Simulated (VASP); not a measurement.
A run of VASP 6.6.1:

INCAR

```
PREC = Accurate ; ENCUT = 520
EDIFF = 1E-6 ; ISMEAR = 0
SIGMA = 0.02 ; LREAL = F
LASPH = T ; NELM = 100
ALGO = Normal ; ISIF = 2
LWAVE = F ; LCHARG = F
NBANDS = 55
```

KPOINTS

```
Automatic mesh
0
Gamma
  6 6 6
```

Contents of POSCAR:

```
Ga2O3
1.0
    2.4923292953      1.4389469896      4.4802196096
   -2.4923292953      1.4389469896      4.4802196096
    0.0000000000     -2.8778939791      4.4802196096
Ga O
4 6
Direct
    0.8556195641      0.8556195641      0.8556195641
    0.6443804359      0.6443804359      0.6443804359
    0.1443804359      0.1443804359      0.1443804359
    0.3556195641      0.3556195641      0.3556195641
    0.0527693602      0.4472306398      0.7500000000
    0.7500000000      0.0527693602      0.4472306398
    0.4472306398      0.7500000000      0.0527693602
    0.9472306398      0.5527693602      0.2500000000
    0.2500000000      0.9472306398      0.5527693602
    0.5527693602      0.2500000000      0.9472306398
```

Potentials or basis: VASP PAW LDA potentials, release 64 (Ga_d, O).

Run with:

```console
$ cat potpaw_LDA.64/Ga_d/POTCAR potpaw_LDA.64/O/POTCAR > POTCAR
$ mpirun -np 1 vasp_std > vasp.out
```

Hardware: 1 thread of Intel(R) Xeon(R) Platinum 8488C (Sapphire Rapids), with other jobs on the host.

Q: Estimate the wall time of this run.

A: Wall time 2.2 min on 1 thread of Intel(R) Xeon(R) Platinum 8488C (Sapphire Rapids), on a shared host, peak memory 0.26 GiB. Counts: scf iterations 14, k points 32.
